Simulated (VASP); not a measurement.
# Ti (Fm-3m) in VASP: notebook

Runs on Ti. Level: PBE. Tasks: electric field gradients.

Everything below comes from runs of VASP 6.6.1. Logs are shortened: lines on timing, memory, paths and dates and some standing lists are left out, and cuts for length are marked.

### 1 The cell of the first run

It takes space group Fm-3m (No. 225, cubic). Conventional cell: a = 4.060 Å, b = 4.060 Å, c = 4.060 Å, α = 90.00°, β = 90.00°, γ = 90.00°. Within 3.8 Å of Ti (site symmetry m-3m) lie 12 Ti at 2.87 Å.

### 2 Electric field gradients, PBE

Contents of INCAR:

```
ALGO     = Normal         # electronic algorithm
EDIFF    = 1E-8           # SCF threshold, eV
ENCUT    = 520            # plane-wave cutoff, eV
GGA      = PE             # functional
ISIF     = 2              # what is computed and relaxed
ISMEAR   = -1             # smearing method
LASPH    = True           # aspherical terms in the spheres
LCHARG   = False          # write CHGCAR
LEFG     = True         
LREAL    = False          # projectors in reciprocal space
LWAVE    = False          # write WAVECAR
NBANDS   = 12             # bands
NELM     = 80             # most SCF steps
PREC     = Accurate       # precision mode
SIGMA    = 0.05           # smearing width, eV
```

Contents of KPOINTS:

```
k-points
0
Gamma
  15 15 15
```

Contents of POSCAR:

```
Ti
1.0
    0.0000000000      2.0300000000      2.0300000000
    2.0300000000      0.0000000000      2.0300000000
    2.0300000000      2.0300000000      0.0000000000
Ti
1
Direct
    0.0000000000      0.0000000000      0.0000000000
```

Potentials or basis: VASP PAW PBE potentials, release 64 (Ti_sv).

On the command line:

```console
> cat potpaw_PBE.64/Ti_sv/POTCAR > POTCAR
> mpirun -np 1 vasp_std > vasp.out
```

OUTCAR:

```text
EDIFF = 1E-8
   ENCUT = 520
   GGA = PE
   ISIF = 2
   ISMEAR = -1
   LASPH = True
   LREAL = False
   NELM = 80
   PREC = Accurate

 ion  position               nearest neighbor table
   1  0.000  0.000  0.000-

  LATTYP: Found a face centered cubic cell.
 ALAT       =     4.0600000000

  Lattice vectors:

 A1 = (   0.0000000000,   2.0300000000,   2.0300000000)
 A2 = (   2.0300000000,   0.0000000000,   2.0300000000)
 A3 = (   2.0300000000,   2.0300000000,   0.0000000000)

Analysis of symmetry for initial positions (statically):
=====================================================================
 Subroutine PRICEL returns:
 Original cell was already a primitive cell.

 Routine SETGRP: Setting up the symmetry group for a
 face centered cubic supercell.

 Subroutine GETGRP returns: Found 48 space group operations
 (whereof 48 operations were pure point group operations)
 out of a pool of 48 trial point group operations.

The static configuration has the point symmetry O_h .

Analysis of symmetry for dynamics (positions and initial velocities):
=====================================================================
 Subroutine PRICEL returns:
 Original cell was already a primitive cell.

 Routine SETGRP: Setting up the symmetry group for a
 face centered cubic supercell.

 Subroutine GETGRP returns: Found 48 space group operations
 (whereof 48 operations were pure point group operations)
 out of a pool of 48 trial point group operations.

The dynamic configuration has the point symmetry O_h .

 Subroutine INISYM returns: Found 48 space group operations
 (whereof 48 operations are pure point group operations),
 and found     1 'primitive' translations

----------------------------------------------------------------------------------------

                                     Primitive cell

  volume of cell :      16.7309

  direct lattice vectors                    reciprocal lattice vectors
     0.000000000  2.030000000  2.030000000    -0.246305419  0.246305419  0.246305419
     2.030000000  0.000000000  2.030000000     0.246305419 -0.246305419  0.246305419
     2.030000000  2.030000000  0.000000000     0.246305419  0.246305419 -0.246305419

[... 117 lines left out ...]
   NGX = 11   NGY = 11   NGZ = 11

 number of electron      12.0000002 magnetization

 Free energy of the ion-electron system (eV)
  ---------------------------------------------------
  ext. energy  EPLUGINS =         0.00000000
  ---------------------------------------------------
  free energy    TOTEN  =        -7.77726205 eV

  energy without entropy =       -7.76362592  energy(sigma->0) =       -7.77044399

 E-fermi :   8.6256     XC(G=0): -11.6763

 val. band max:        8.6193602194   @ k =   0.2667   0.0667   0.0000
 cond. band min:       8.6348047122   @ k =   0.3333   0.0000   0.0000
 fundamental gap:      0.0154444927
 Fermi energy:         8.6256184591

 k-point     1 :       0.0000    0.0000    0.0000
  band No.  band energies     occupation
      1     -48.0281      2.00000
      2     -23.8417      2.00000
      3     -23.8417      2.00000
      4     -23.8417      2.00000
      5       2.4391      2.00000
      6       9.5185      0.00000
      7       9.5185      0.00000
      8       9.5185      0.00000
      9      11.2343      0.00000
     10      11.2343      0.00000
     11      24.0772      0.00000
     12      28.7393      0.00000
[... 331 lines left out ...]
 k-point    24 :       0.2000    0.1333    0.0000
  band No.  band energies     occupation
      1     -47.9783      2.00000
      2     -24.0571      2.00000
      3     -23.9081      2.00000
      4     -23.9021      2.00000
      5       3.6964      2.00000
      6       8.6931      0.41209
      7       9.9774      0.00000
      8      10.0476      0.00000
      9      10.5537      0.00000
     10      11.4955      0.00000
     11      24.6601      0.00000
     12      25.3705      0.00000

 [... further k-points ...]
[... 5 lines left out ...]
  --------------------------------------------------------------------------------------
  -------------------------------------------------------------------------------------
  Total        0.4334300      0.4334300      0.4334300      0.0000000      0.0000000      0.0000000
  in kB       41.5060518     41.5060518     41.5060518      0.0000000      0.0000000      0.0000000
  external PRESSURE =      41.5060518 kB  Pullay stress =       0.0000000 kB

 VOLUME and BASIS-vectors are now :
 -----------------------------------------------------------------------------
  energy-cutoff  :      520.00
  volume of cell :       16.73
      direct lattice vectors                 reciprocal lattice vectors
     0.000000000  2.030000000  2.030000000    -0.246305419  0.246305419  0.246305419
     2.030000000  0.000000000  2.030000000     0.246305419 -0.246305419  0.246305419
     2.030000000  2.030000000  0.000000000     0.246305419  0.246305419 -0.246305419

 POSITION                                       TOTAL-FORCE (eV/Angst)
 -----------------------------------------------------------------------------------
      0.00000      0.00000      0.00000         0.000000     -0.000000      0.000000
 -----------------------------------------------------------------------------------
    total drift:                               -0.000000     -0.000000     -0.000000

  FREE ENERGIE OF THE ION-ELECTRON SYSTEM (eV)
  ---------------------------------------------------
  free  energy   TOTEN  =        -7.7772620544 eV

  energy  without entropy=       -7.7636259247  energy(sigma->0) =       -7.77044399

 Electric field gradients (V/A^2)
---------------------------------------------------------------------
 ion       V_xx      V_yy      V_zz      V_xy      V_xz      V_yz
---------------------------------------------------------------------
   1       0.000    -0.000     0.000    -0.001    -0.001    -0.001
---------------------------------------------------------------------

 Electric field gradients after diagonalization (V/A^2)
 (convention: |V_zz| > |V_xx| > |V_yy|)
----------------------------------------------------------------------
 ion       V_xx      V_yy      V_zz     asymmetry (V_yy - V_xx)/ V_zz
----------------------------------------------------------------------
   1       0.001     0.001    -0.001       0.000
----------------------------------------------------------------------

           NMR quadrupolar parameters

 Cq : quadrupolar parameter    Cq=e*Q*V_zz/h
 eta: asymmetry parameters     (V_yy - V_xx)/ V_zz
 Q  : nuclear electric quadrupole moment in mb (millibarn)
----------------------------------------------------------------------
 ion       Cq(MHz)       eta       Q (mb)
----------------------------------------------------------------------
   1      -0.000       0.000       1.000
----------------------------------------------------------------------
```

OSZICAR:

```text
N       E                     dE             d eps       ncg     rms          rms(c)
DAV:   1     0.859344131986E+02    0.85934E+02   -0.65713E+03  2880   0.123E+03
DAV:   2    -0.459084868929E+01   -0.90525E+02   -0.88073E+02  2928   0.294E+02
DAV:   3    -0.865124374227E+01   -0.40604E+01   -0.40191E+01  4056   0.647E+01
DAV:   4    -0.873246368670E+01   -0.81220E-01   -0.81135E-01  3260   0.792E+00
DAV:   5    -0.873424832294E+01   -0.17846E-02   -0.17846E-02  3476   0.105E+00    0.862E+00
DAV:   6    -0.777902287665E+01    0.95523E+00   -0.19437E+00  3132   0.210E+01    0.232E+00
DAV:   7    -0.776608692453E+01    0.12936E-01   -0.10445E-01  3484   0.386E+00    0.131E+00
DAV:   8    -0.777693164013E+01   -0.10845E-01   -0.39973E-02  2980   0.246E+00    0.153E-01
DAV:   9    -0.777722533418E+01   -0.29369E-03   -0.40863E-03  3564   0.707E-01    0.911E-02
DAV:  10    -0.777728734850E+01   -0.62014E-04   -0.25499E-04  3112   0.185E-01    0.234E-02
DAV:  11    -0.777726230573E+01    0.25043E-04   -0.22976E-05  3452   0.597E-02    0.103E-02
DAV:  12    -0.777726176655E+01    0.53919E-06   -0.17676E-06  3140   0.174E-02    0.135E-03
DAV:  13    -0.777726215207E+01   -0.38552E-06   -0.31645E-07  3436   0.452E-03    0.155E-03
DAV:  14    -0.777726207027E+01    0.81804E-07   -0.31093E-08  3028   0.212E-03    0.658E-04
DAV:  15    -0.777726205402E+01    0.16249E-07   -0.11009E-08  2584   0.133E-03    0.277E-05
DAV:  16    -0.777726205438E+01   -0.36835E-09   -0.47341E-10  1532   0.242E-04
   1 F= -.77772621E+01 E0= -.77704440E+01  d E =-.136361E-01
```

stdout:

```text
POSCAR found type information on POSCAR Ti
 POSCAR found :  1 types and       1 ions
 scaLAPACK will be used
 LDA part: xc-table for (Slater+PW92), standard interpolation
 POSCAR, INCAR and KPOINTS ok, starting setup
 FFT: planning ... GRIDC
 FFT: planning ... GRID_SOFT
 FFT: planning ... GRID
 WAVECAR not read
 entering main loop
ion   1
```

Wall time 17 s (1 thread of AMD EPYC 9R45 (Zen 5), shared host); peak memory 0.12 GiB.

Results:

```yaml
Free_energy: -7.7773 eV
Pressure: 4.2 GPa
Band_gap_on_the_k_mesh: zero (band 6 reaches 9.52 eV, above the bottom of band 7 at 8.34 eV)
```

Levels at points of the mesh, in eV from the Fermi level:
| k point | band 3 | band 4 | band 5 | band 6 | band 7 | band 8 | band 9 | band 10 |
| --- | --- | --- | --- | --- | --- | --- | --- | --- |
| (0.00, 0.00, 0.00) | -32.47 | -32.47 | -6.19 | 0.89 | 0.89 | 0.89 | 2.61 | 2.61 |

Caveat: without QUAD_EFG the Cq values of the log hold for a quadrupole moment of 1 mb, not for the nuclei.

### 3 Electric field gradients, PBE (volume scaled by 1.01)

Contents of INCAR:

```
SYSTEM = Ti
ALGO = Normal ; EDIFF = 1E-8
ENCUT = 520 ; GGA = PE
ISIF = 2 ; ISMEAR = -1
LASPH = .True. ; LCHARG = .False.
LEFG = .True. ; LREAL = .False.
LWAVE = .False. ; NBANDS = 12
NELM = 100 ; PREC = Accurate
SIGMA = 0.05
```

Contents of KPOINTS:

```
k-points
0
Gamma
  15 15 15
  0 0 0
```

Contents of POSCAR:

```
Ti
1.0
    0.0000000000      2.0367442356      2.0367442356
    2.0367442356      0.0000000000      2.0367442356
    2.0367442356      2.0367442356      0.0000000000
Ti
1
Direct
    0.0000000000      0.0000000000      0.0000000000
```

Potentials or basis: VASP PAW PBE potentials, release 64 (Ti_sv).

On the command line:

```console
> cat potpaw_PBE.64/Ti_sv/POTCAR > POTCAR
> mpirun -np 1 vasp_std > vasp.out
```

OUTCAR:

```text
SYSTEM = Ti
   EDIFF = 1E-8
   ENCUT = 520
   GGA = PE
   ISIF = 2
   ISMEAR = -1
   LASPH = .True.
   LREAL = .False.
   NELM = 100
   PREC = Accurate

 ion  position               nearest neighbor table
   1  0.000  0.000  0.000-

  LATTYP: Found a face centered cubic cell.
 ALAT       =     4.0734884712

  Lattice vectors:

 A1 = (   0.0000000000,   2.0367442356,   2.0367442356)
 A2 = (   2.0367442356,   0.0000000000,   2.0367442356)
 A3 = (   2.0367442356,   2.0367442356,   0.0000000000)

[... 564 lines left out ...]
    total drift:                               -0.000000     -0.000000     -0.000000

  FREE ENERGIE OF THE ION-ELECTRON SYSTEM (eV)
  ---------------------------------------------------
  free  energy   TOTEN  =        -7.7810476179 eV

  energy  without entropy=       -7.7673426217  energy(sigma->0) =       -7.77419512

 Electric field gradients (V/A^2)
---------------------------------------------------------------------
 ion       V_xx      V_yy      V_zz      V_xy      V_xz      V_yz
---------------------------------------------------------------------
   1      -0.000    -0.000     0.000    -0.000    -0.000    -0.000
---------------------------------------------------------------------

 Electric field gradients after diagonalization (V/A^2)
 (convention: |V_zz| > |V_xx| > |V_yy|)
----------------------------------------------------------------------
 ion       V_xx      V_yy      V_zz     asymmetry (V_yy - V_xx)/ V_zz
----------------------------------------------------------------------
   1       0.000     0.000    -0.001       0.000
----------------------------------------------------------------------

           NMR quadrupolar parameters

 Cq : quadrupolar parameter    Cq=e*Q*V_zz/h
 eta: asymmetry parameters     (V_yy - V_xx)/ V_zz
 Q  : nuclear electric quadrupole moment in mb (millibarn)
----------------------------------------------------------------------
 ion       Cq(MHz)       eta       Q (mb)
----------------------------------------------------------------------
   1      -0.000       0.000       1.000
----------------------------------------------------------------------
```

stdout:

```text
POSCAR found type information on POSCAR Ti
 POSCAR found :  1 types and       1 ions
 scaLAPACK will be used
 LDA part: xc-table for (Slater+PW92), standard interpolation
 POSCAR, INCAR and KPOINTS ok, starting setup
 FFT: planning ... GRIDC
 FFT: planning ... GRID_SOFT
 FFT: planning ... GRID
 WAVECAR not read
 entering main loop
ion   1
```

Wall time 17 s (1 thread of AMD EPYC 9R45 (Zen 5), shared host); peak memory 0.12 GiB.

Results:

| Item | Value |
| --- | --- |
| Free energy | -7.7810 eV |
| Pressure | 3.0 GPa |
| Band gap on the k mesh | zero (band 6 reaches 9.40 eV, above the bottom of band 7 at 8.23 eV) |

Levels at points of the mesh, in eV from the Fermi level:
| k point | band 2 | band 3 | band 4 | band 5 | band 6 | band 7 | band 8 | band 9 | band 10 | band 11 |
| --- | --- | --- | --- | --- | --- | --- | --- | --- | --- | --- |
| (0.00, 0.00, 0.00) | -32.50 | -32.50 | -32.50 | -6.16 | 0.89 | 0.89 | 0.89 | 2.58 | 2.58 | 15.40 |

Caveat: without QUAD_EFG the Cq values of the log hold for a quadrupole moment of 1 mb, not for the nuclei.

(Part 1 of 2 ends here.)
